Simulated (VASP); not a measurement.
# HfO2 (Fm-3m) in VASP: notebook, part 2 of 2

VASP 6.6.1.

## Step 4: Single point, PBE

This run uses another cell than the first one, of 11.04 Å³/atom, 0.990 times its volume.

INCAR reads:

```
  ALGO = Normal
  EDIFF = 1E-7
  ENCUT = 520
  GGA = PE
  ISIF = 2
  ISMEAR = 0
  LASPH = True
  LCHARG = False
  LREAL = False
  LWAVE = False
  NBANDS = 18
  NELM = 100
  PREC = Accurate
  SIGMA = 0.02
```

KPOINTS reads:

```
k-points
0
Gamma
  8 8 8
```

POSCAR reads:

```
HfO2
1.0
    0.0000000000      2.5488057648      2.5488057648
    2.5488057648      0.0000000000      2.5488057648
    2.5488057648      2.5488057648      0.0000000000
Hf O
1 2
Direct
    0.0000000000      0.0000000000      0.0000000000
    0.2500000000      0.2500000000      0.2500000000
    0.7500000000      0.7500000000      0.7500000000
```

Potentials or basis: VASP PAW PBE potentials, release 64 (Hf_pv, O).

Run with:

```
$ cat potpaw_PBE.64/Hf_pv/POTCAR potpaw_PBE.64/O/POTCAR > POTCAR
$ mpirun -np 1 vasp_std > vasp.out
```

OUTCAR:

```text
EDIFF = 1E-7
   ENCUT = 520
   GGA = PE
   ISIF = 2
   ISMEAR = 0
   LASPH = True
   LREAL = False
   NELM = 100
   PREC = Accurate

 ion  position               nearest neighbor table
   1  0.000  0.000  0.000-   3 2.21   3 2.21   3 2.21   2 2.21   3 2.21   2 2.21   2 2.21   2 2.21

   2  0.250  0.250  0.250-   1 2.21   1 2.21   1 2.21   1 2.21
   3  0.750  0.750  0.750-   1 2.21   1 2.21   1 2.21   1 2.21

  LATTYP: Found a face centered cubic cell.
 ALAT       =     5.0976115296

  Lattice vectors:

 A1 = (   0.0000000000,   2.5488057648,   2.5488057648)
 A2 = (   2.5488057648,   0.0000000000,   2.5488057648)
 A3 = (   2.5488057648,   2.5488057648,   0.0000000000)

Analysis of symmetry for initial positions (statically):
=====================================================================
 Subroutine PRICEL returns:
 Original cell was already a primitive cell.

 Routine SETGRP: Setting up the symmetry group for a
 face centered cubic supercell.

 Subroutine GETGRP returns: Found 48 space group operations
 (whereof 48 operations were pure point group operations)
 out of a pool of 48 trial point group operations.

The static configuration has the point symmetry O_h .

Analysis of symmetry for dynamics (positions and initial velocities):
=====================================================================
 Subroutine PRICEL returns:
 Original cell was already a primitive cell.

 Routine SETGRP: Setting up the symmetry group for a
 face centered cubic supercell.

 Subroutine GETGRP returns: Found 48 space group operations
 (whereof 48 operations were pure point group operations)
 out of a pool of 48 trial point group operations.

The dynamic configuration has the point symmetry O_h .

 Subroutine INISYM returns: Found 48 space group operations
 (whereof 48 operations are pure point group operations),
 and found     1 'primitive' translations

----------------------------------------------------------------------------------------

                                     Primitive cell

  volume of cell :      33.1162

  direct lattice vectors                    reciprocal lattice vectors
     0.000000000  2.548805765  2.548805765    -0.196170303  0.196170303  0.196170303
     2.548805765  0.000000000  2.548805765     0.196170303 -0.196170303  0.196170303
     2.548805765  2.548805765  0.000000000     0.196170303  0.196170303 -0.196170303

  length of vectors
     3.604555680  3.604555680  3.604555680     0.339776932  0.339776932  0.339776932

  position of ions in fractional coordinates (direct lattice)
     0.000000000  0.000000000  0.000000000
     0.250000000  0.250000000  0.250000000
     0.750000000  0.750000000  0.750000000

  ion indices of the primitive-cell ions
   primitive index   ion index
                 1           1
                 2           2
                 3           3

----------------------------------------------------------------------------------------

 KPOINTS: k-points

Automatic generation of k-mesh.
 Grid dimensions read from file:
 generate k-points for:    8    8    8

 Generating k-lattice:

  Cartesian coordinates                     Fractional coordinates (reciprocal lattice)
    -0.024521288  0.024521288  0.024521288     0.125000000  0.000000000  0.000000000
     0.024521288 -0.024521288  0.024521288     0.000000000  0.125000000  0.000000000
     0.024521288  0.024521288 -0.024521288     0.000000000  0.000000000  0.125000000

  Length of vectors
     0.042472117  0.042472117  0.042472117

  Shift w.r.t. Gamma in fractional coordinates (k-lattice)
     0.000000000  0.000000000  0.000000000

 Subroutine IBZKPT returns following result:
 ===========================================

 Found     29 irreducible k-points:

 Following reciprocal coordinates:
            Coordinates               Weight
  0.000000  0.000000  0.000000      1.000000
  0.125000  0.000000  0.000000      8.000000
  0.250000  0.000000  0.000000      8.000000
  0.375000  0.000000  0.000000      8.000000
  0.500000  0.000000  0.000000      4.000000
  0.125000  0.125000  0.000000      6.000000
[... 16 lines left out ...]
  0.500000  0.250000  0.125000     48.000000
 -0.375000  0.250000  0.125000     24.000000
 [... further k-points ...]
   k-points           NKPTS =     29   k-points in BZ     NKDIM =     29   number of bands    NBANDS=     18
   number of dos      NEDOS =    301   number of ions     NIONS =      3
   total plane-waves  NPLWV =  21952
   dimension x,y,z NGX =    28 NGY =   28 NGZ =   28
   dimension x,y,z NGXF=    56 NGYF=   56 NGZF=   56
   ions per type =               1   2
   NGX,Y,Z   is equivalent  to a cutoff of  12.91, 12.91, 12.91 a.u.
   NGXF,Y,Z  is equivalent  to a cutoff of  25.83, 25.83, 25.83 a.u.
 SYSTEM =  unknown system
   PREC   = accura    normal or accurate (medium, high low for compatibility)
   ISTART =      0    job   : 0-new  1-cont  2-samecut
   ICHARG =      2    charge: 1-file 2-atom 10-const
   ISPIN  =      1    spin polarized calculation?
   LNONCOLLINEAR =      F non collinear calculations
   LSORBIT =      F    spin-orbit coupling
   LASPH  =      T    aspherical Exc in radial PAW
   ENCUT  =  520.0 eV  38.22 Ry    6.18 a.u.   6.70  6.70  6.70*2*pi/ulx,y,z
   NELM   =    100;   NELMIN=  2; NELMDL= -5     # of ELM steps
   EDIFF  = 0.1E-06   stopping-criterion for ELM
   LREAL  =      F    real-space projection
   EDIFFG = 0.1E-05   stopping-criterion for IOM
   NSW    =      0    number of steps for IOM
   IBRION =     -1    ionic relax: 0-MD 1-quasi-New 2-CG
   NFREE  =      0    steps in history (QN), initial steepest desc. (CG)
   ISIF   =      2    stress and relaxation
   ISYM   =      2    0-nonsym 1-usesym 2-fastsym
   POTIM  = 0.5000    time-step for ionic-motion
   TEBEG  =    0.0;   TEEND  =   0.0 temperature during run
   PSTRESS=    0.0 pullay stress
   NELECT =      22.0000    total number of electrons
   NUPDOWN=      -1.0000    fix difference up-down
   EMIN   =  10.00;   EMAX   =-10.00  energy-range for DOS
   EFERMI =   0.00;   METHOD = LEGACY
   ISMEAR =     0;   SIGMA  =   0.02  broadening in eV -4-tet -1-fermi 0-gaus
   EFERMI_NEDOS =   21; number of points for ismear=-14 and -15
   IALGO  =     38    algorithm
   IMIX   =      4    mixing-type and parameters
     AMIX     =   0.40;   BMIX     =  1.00
     AMIX_MAG =   1.60;   BMIX_MAG =  1.00
  volume/ion in A,a.u.               =      11.04        74.49
  Fermi-wavevector in a.u.,A,eV,Ry     =   1.428463  2.699404 27.762776  2.040506
  Thomas-Fermi vector in A             =   2.548522
   LORBIT       =      0    0 simple, 1 ext, 2 COOP (PROOUT), +10 PAW based schemes
   GGA     = PE    functional components
   LHFCALC =     F    Hartree Fock is set to
   AEXX    =    0.0000 exact exchange contribution
   IVDW    =     0    specifies the selected vdW correction
   LEPSILON=     F    determine dielectric tensor
   LRPA    =     F    only Hartree local field effects (RPA)
 non-spin polarized calculation
 Gauss-broadening in eV      SIGMA  =   0.02
  energy-cutoff  :      520.00
  volume of cell :       33.12
 maximum number of plane-waves:       911
   NGX = 13   NGY = 13   NGZ = 13

 number of electron      21.9999992 magnetization

 Free energy of the ion-electron system (eV)
  ---------------------------------------------------
  ext. energy  EPLUGINS =         0.00000000
  ---------------------------------------------------
  free energy    TOTEN  =       -30.24335935 eV

  energy without entropy =      -30.24335935  energy(sigma->0) =      -30.24335935

 E-fermi :   4.2542     XC(G=0): -11.7515

 val. band max:        4.1406207646   @ k =   0.5000   0.5000   0.0000
 cond. band min:       7.8979265904   @ k =   0.5000   0.5000   0.0000
 fundamental gap:      3.7573058258
 Fermi energy:         4.2541961594

 k-point     1 :       0.0000    0.0000    0.0000
  band No.  band energies     occupation
      1     -25.6222      2.00000
      2     -25.6222      2.00000
      3     -25.6222      2.00000
      4     -14.4906      2.00000
      5     -11.5384      2.00000
      6      -1.1026      2.00000
[... 10 lines left out ...]
     17      14.3583      0.00000
     18      17.5353      0.00000
[... 463 lines left out ...]
 k-point    24 :      -0.3750    0.2500    0.1250
  band No.  band energies     occupation
      1     -25.9672      2.00000
      2     -25.7829      2.00000
      3     -25.6941      2.00000
      4     -12.9426      2.00000
      5     -12.4219      2.00000
      6      -0.6062      2.00000
[... 10 lines left out ...]
     17      15.0273      0.00000
     18      16.9702      0.00000

 [... further k-points ...]
[... 5 lines left out ...]
  --------------------------------------------------------------------------------------
  -------------------------------------------------------------------------------------
  Total       -0.7512829     -0.7512829     -0.7512829      0.0000000      0.0000000     -0.0000000
  in kB      -36.3474411    -36.3474411    -36.3474411      0.0000000      0.0000000     -0.0000000
  external PRESSURE =     -36.3474411 kB  Pullay stress =       0.0000000 kB

 VOLUME and BASIS-vectors are now :
 -----------------------------------------------------------------------------
  energy-cutoff  :      520.00
  volume of cell :       33.12
      direct lattice vectors                 reciprocal lattice vectors
     0.000000000  2.548805765  2.548805765    -0.196170303  0.196170303  0.196170303
     2.548805765  0.000000000  2.548805765     0.196170303 -0.196170303  0.196170303
     2.548805765  2.548805765  0.000000000     0.196170303  0.196170303 -0.196170303

 POSITION                                       TOTAL-FORCE (eV/Angst)
 -----------------------------------------------------------------------------------
      0.00000      0.00000      0.00000        -0.000000      0.000000      0.000000
      1.27440      1.27440      1.27440        -0.000000     -0.000000     -0.000000
      3.82321      3.82321      3.82321         0.000000      0.000000      0.000000
 -----------------------------------------------------------------------------------
    total drift:                                0.000000      0.000000      0.000000

  FREE ENERGIE OF THE ION-ELECTRON SYSTEM (eV)
  ---------------------------------------------------
  free  energy   TOTEN  =       -30.2433593468 eV

  energy  without entropy=      -30.2433593468  energy(sigma->0) =      -30.24335935
```

OSZICAR:

```text
N       E                     dE             d eps       ncg     rms          rms(c)
DAV:   1     0.934079823710E+02    0.93408E+02   -0.12673E+04  1044   0.121E+03
DAV:   2    -0.318798883236E+02   -0.12529E+03   -0.12019E+03  1358   0.288E+02
DAV:   3    -0.360267092608E+02   -0.41468E+01   -0.41276E+01  1180   0.464E+01
DAV:   4    -0.360520076943E+02   -0.25298E-01   -0.25290E-01  1284   0.396E+00
DAV:   5    -0.360521648747E+02   -0.15718E-03   -0.15718E-03  1172   0.299E-01    0.463E+01
DAV:   6    -0.303842937517E+02    0.56679E+01   -0.20489E+01  1064   0.322E+01    0.406E+01
DAV:   7    -0.302837981921E+02    0.10050E+00   -0.67925E-01  1204   0.675E+00    0.287E+01
DAV:   8    -0.302678919003E+02    0.15906E-01   -0.32297E-01  1124   0.516E+00    0.994E+00
DAV:   9    -0.302430340555E+02    0.24858E-01   -0.73121E-02  1102   0.230E+00    0.268E+00
DAV:  10    -0.302433078023E+02   -0.27375E-03   -0.35021E-03  1170   0.447E-01    0.160E-01
DAV:  11    -0.302433443694E+02   -0.36567E-04   -0.18363E-04  1192   0.115E-01    0.217E-01
DAV:  12    -0.302433581916E+02   -0.13822E-04   -0.40180E-05  1154   0.423E-02    0.122E-02
DAV:  13    -0.302433591401E+02   -0.94842E-06   -0.15086E-06  1224   0.915E-03    0.326E-03
DAV:  14    -0.302433593808E+02   -0.24076E-06   -0.20508E-07  1076   0.302E-03    0.335E-03
DAV:  15    -0.302433593468E+02    0.34042E-07   -0.93704E-09   750   0.647E-04
   1 F= -.30243359E+02 E0= -.30243359E+02  d E =-.653120E-18
```

Wall time 16 s (1 thread of Intel Xeon Platinum 8488C (Sapphire Rapids), shared host); peak memory 0.16 GiB.

What came out:

* Free energy: -30.2434 eV
* Pressure: -3.6 GPa
* Band gap on the k mesh: 3.76 eV, direct

Caveat: spin-orbit coupling is left out, which moves the levels of the heavy elements. A k mesh can miss the band edges.

## Step 5: Single point, PBE, non-collinear spin, zero start, spin-orbit coupling

This run uses another cell than the first one, of 11.04 Å³/atom, 0.990 times its volume.

INCAR reads:

```
  ALGO = Normal
  EDIFF = 1E-7
  ENCUT = 520
  GGA = PE
  GGA_COMPAT = F
  ISIF = 2
  ISMEAR = 0
  LASPH = T
  LCHARG = F
  LMAXMIX = 4
  LORBIT = 11
  LORBMOM = T
  LREAL = F
  LSORBIT = T
  LWAVE = F
  MAGMOM = 0 0 0 0 0 0 0 0 0
  NBANDS = 35
  NELM = 150
  PREC = Accurate
  SIGMA = 0.02
```

KPOINTS is that of step 4.

POSCAR is that of step 4.

Run with:

```
$ cat potpaw_PBE.64/Hf_pv/POTCAR potpaw_PBE.64/O/POTCAR > POTCAR
$ mpirun -np 1 vasp_ncl > vasp.out
```

It took 76 s on 1 thread of Intel Xeon Platinum 8488C (Sapphire Rapids), shared host; peak memory 0.27 GiB.

Results (log left out):

| Item | Value |
| --- | --- |
| Free energy | -30.8667 eV |
| Pressure | -3.5 GPa |
| Net moment | 0.00 μB per cell |
| Valence electrons inside the program's atomic spheres | Hf 8.23; O 5.10 |

Moments on the atoms (μB; x, y, z):
```
Hf  0.00 0.00 0.00
O   0.00 0.00 0.00
O   0.00 0.00 0.00
```

## Step 6: Summary

| spin | cell | k mesh | cutoff (eV) | smearing | gap on the mesh (eV) | pressure (GPa) |
| --- | --- | --- | --- | --- | --- | --- |
| off | a = 3.617 Å, angles 60.0°, 3 atoms | 6 × 6 × 6 | 600 | gaussian 0.1 eV | 3.73 | -6.2 |
| off | a = 3.605 Å, angles 60.0°, 3 atoms | 8 × 8 × 8 | 520 | gaussian 0.02 eV | 3.76 | -3.6 |
| non-collinear, zero start, SOC | a = 3.605 Å, angles 60.0°, 3 atoms | 8 × 8 × 8 | 520 | gaussian 0.02 eV | - | -3.5 |

Alike in all rows: task single point; level PBE; potentials or basis VASP PAW PBE potentials, release 64 (Hf_pv, O).

Caveats: spin-orbit coupling is left out, which moves the levels of the heavy elements (some runs).

Absolute energies hang on the potentials; compare differences alone.
